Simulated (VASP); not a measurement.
# LaAgS2 (R-3m) in VASP: settings compared, part 2 of 2

VASP 6.6.1. Earlier steps stand in the parts before.

## Step 4: Relaxation of cell and atoms, PBEsol

This run uses another cell than the first one, of 24.49 Å³/atom.

The input, INCAR:

```
SYSTEM = LaAgS2
PREC     = Accurate       ! precision mode
ENCUT    = 600            ! plane-wave cutoff, eV
EDIFF    = 1E-6           ! SCF threshold, eV
ISMEAR   = -1             ! smearing method
SIGMA    = 0.03           ! smearing width, eV
LREAL    = .False.        ! projectors in reciprocal space
LASPH    = .True.         ! aspherical terms in the spheres
NELM     = 100            ! most SCF steps
ALGO     = Normal         ! electronic algorithm
ISIF     = 3              ! what is computed and relaxed
LWAVE    = .False.        ! write WAVECAR
LCHARG   = .False.        ! write CHGCAR
GGA      = PS             ! functional
IBRION   = 2              ! ionic algorithm
NSW      = 100            ! ionic steps
EDIFFG   = -0.01          ! ionic threshold
```

The input, KPOINTS:

```
Automatic mesh
0
Gamma
  6 6 6
  0 0 0
```

The input, POSCAR:

```
LaAgS2
1.0
    2.0535374411      1.1856103944      6.7068251978
   -2.0535374411      1.1856103944      6.7068251978
    0.0000000000     -2.3712207888      6.7068251978
Ag La S
1 1 2
Direct
    1.0000000000      0.0000000000      0.0000000000
    0.5000000000      0.5000000000      0.5000000000
    0.2500000000      0.2500000000      0.2500000000
    0.7500000000      0.7500000000      0.7500000000
```

Started as:

```
$ cat potpaw_PBE.64/Ag/POTCAR potpaw_PBE.64/La/POTCAR potpaw_PBE.64/S/POTCAR > POTCAR
$ mpirun -np 1 vasp_std > vasp.out
```

Wall time 61 min (1 thread of Intel Xeon 8259CL, shared host); peak memory 0.63 GiB.

It converged, with:

* Free energy: -22.7731 eV
* Relaxed volume: 21.88 Å³/atom
* Relaxed cell: a = 6.165 Å, b = 6.165 Å, c = 6.165 Å, α = 40.08°, β = 40.08°, γ = 40.08°
* Space group after relaxing (to 0.1 Å): R-3m (No. 166)
* Energy gained by relaxing: 94.3 meV/atom
* Ionic steps: 18
* Pressure after relaxing: 0.0 GPa
* Band gap on the k mesh: 2.17 eV

Step by step:
```
step  energy change (eV)  largest force (eV/Å)  pressure (GPa)  volume (Å³)
   1              0.0000                0.1184           -4.09        97.97
   2             -0.1939                0.4479            1.80        89.31
   3             -0.1943                0.4671            2.02        89.03
   4             -0.3179                0.3218            0.79        88.95
   5             -0.3718                0.1438           -0.56        88.46
   6             -0.3718                0.1498           -0.52        88.49
   7             -0.3753                0.1141            0.29        87.33
   8             -0.3753                0.1108            0.34        87.26
   9             -0.3770                0.0115            0.02        87.41
  10             -0.3770                0.0064           -0.01        87.42
  11             -0.3770                0.0038           -0.01        87.43
  12             -0.3771                0.0002            0.04        87.40
  13             -0.3770                0.0111            0.16        87.31
  14             -0.3771                0.0062            0.09        87.35
  15             -0.3771                0.0117            0.03        87.45
  16             -0.3771                0.0135            0.00        87.49
  17             -0.3772                0.0111           -0.01        87.50
  18             -0.3772                0.0000            0.00        87.53
```

Final structure:
```xyz
4
Lattice="2.1125 1.2196 5.6622 -2.1125 1.2196 5.6622 0.0000 -2.4393 5.6622" Properties=species:S:1:pos:R:3 pbc="T T T"
Ag    0.0000   -2.4393    5.6622
La    0.0000    0.0000    8.4933
S     0.0000    0.0000    4.3090
S     0.0000    0.0000   12.6777
```

Levels at points of the mesh, in eV from the valence-band top:
```tsv
k point	band 15	band 16	band 17	band 18	band 19	band 20
(0.00, 0.00, 0.00)	-1.17	-1.17	-0.51	2.47	2.96	3.08
(0.50, 0.00, 0.00)	-2.43	-0.22	-0.03	2.65	3.03	3.26
(0.50, 0.50, 0.00)	-1.14	-0.90	-0.42	2.24	3.03	3.19
(0.50, 0.50, 0.50)	-2.25	-0.03	-0.03	2.48	2.70	2.70
```

Caveat: the PAW data sets were made with another functional, which shifts forces and pressure a little; spin-orbit coupling is left out, which moves the levels of the heavy elements.

## Step 5: Single point, r2SCAN+rVV10

This run uses another cell than the first one, of 22.83 Å³/atom.

The input, POSCAR:

```
LaAgS2
1.0
    2.1258865844      1.2273811918      5.8341794157
   -2.1258865844      1.2273811918      5.8341794157
    0.0000000000     -2.4547623836      5.8341794157
Ag La S
1 1 2
Direct
    1.0000000000      0.0000000000      0.0000000000
    0.5000000000      0.5000000000      0.5000000000
    0.2525414147      0.2525414147      0.2525414147
    0.7474585853      0.7474585853      0.7474585853
```

The input, INCAR.step1:

```
SYSTEM = LaAgS2
  PREC = Accurate
  ENCUT = 520
  ISMEAR = -1
  SIGMA = 0.03
  LREAL = .False.
  LASPH = .True.
  NELM = 100
  NBANDS = 25
  GGA = PE
  ALGO = Normal
  EDIFF = 1E-4
  LWAVE = .True.
  LCHARG = .False.
```

The input, INCAR.step2:

```
SYSTEM = LaAgS2
  PREC = Accurate
  ENCUT = 520
  EDIFF = 1E-6
  ISMEAR = -1
  SIGMA = 0.03
  LREAL = .False.
  LASPH = .True.
  NELM = 100
  ALGO = Normal
  ISIF = 2
  LWAVE = .False.
  LCHARG = .False.
  METAGGA = R2SCAN
  LMIXTAU = .True.
  LUSE_VDW = .True.
  IVDW_NL = 2
  BPARAM = 11.95
  CPARAM = 0.0093
  NBANDS = 25
  ISTART = 1
```

The input, KPOINTS:

```
Automatic mesh
0
Gamma
  8 8 8
  0 0 0
```

Started as:

```
$ cat potpaw_PBE.64/Ag/POTCAR potpaw_PBE.64/La/POTCAR potpaw_PBE.64/S/POTCAR > POTCAR
$ cp INCAR.step1 INCAR
$ mpirun -np 1 vasp_std > vasp.out
$ cp INCAR.step2 INCAR
$ mpirun -np 1 vasp_std > vasp.out
```

It took 43 min on 1 thread of Intel Xeon 8259CL, shared host; peak memory 0.86 GiB.

Results (log left out):

* Free energy: -72.5576 eV
* Pressure: 0.0 GPa
* Band gap on the k mesh: 2.53 eV (least direct gap 2.55 eV)

Levels at points of the mesh, in eV from the valence-band top:
```csv
k point,band 15,band 16,band 17,band 18,band 19,band 20
"(0.00, 0.00, 0.00)",-1.21,-1.21,-0.63,2.93,3.32,3.41
"(0.50, 0.00, 0.00)",-2.29,-0.30,-0.15,2.91,3.34,3.57
"(0.50, 0.50, 0.00)",-1.25,-0.96,-0.50,2.53,3.37,3.52
"(0.50, 0.50, 0.50)",-2.20,-0.13,-0.13,2.97,3.11,3.11
```

Caveat: the PAW data sets were made with another functional, which shifts forces and pressure a little; spin-orbit coupling is left out, which moves the levels of the heavy elements. A k mesh can miss the band edges.

## Step 6: Summary

```tsv
task	level	cell	k mesh	cutoff (eV)	gap on the mesh (eV)	pressure (GPa)
single point	PBEsol	a = 6.161 Å, angles 40.1°, 4 atoms, atomic positions A	6 × 6 × 6	520	2.17	-0.1
single point	r2SCAN+rVV10	a = 6.330 Å, angles 39.3°, 4 atoms, atomic positions B	6 × 6 × 6	520	2.63	0.0
relaxation of cell and atoms	PBEsol	relaxed from a = 7.114 Å, angles 33.6°, 4 atoms, atomic positions C	6 × 6 × 6	600	2.17	0.0
single point	r2SCAN+rVV10	a = 6.330 Å, angles 39.3°, 4 atoms, atomic positions B	8 × 8 × 8	520	2.53	0.0
```

Alike in all rows: potentials or basis VASP PAW PBE potentials, release 64 (Ag, La, S); no spin polarisation; smearing fermi-dirac 0.03 eV.

Caveats: the PAW data sets were made with another functional, which shifts forces and pressure a little; spin-orbit coupling is left out, which moves the levels of the heavy elements.

Total energies depend on the potentials used, so only differences within one code and one set of settings carry meaning.
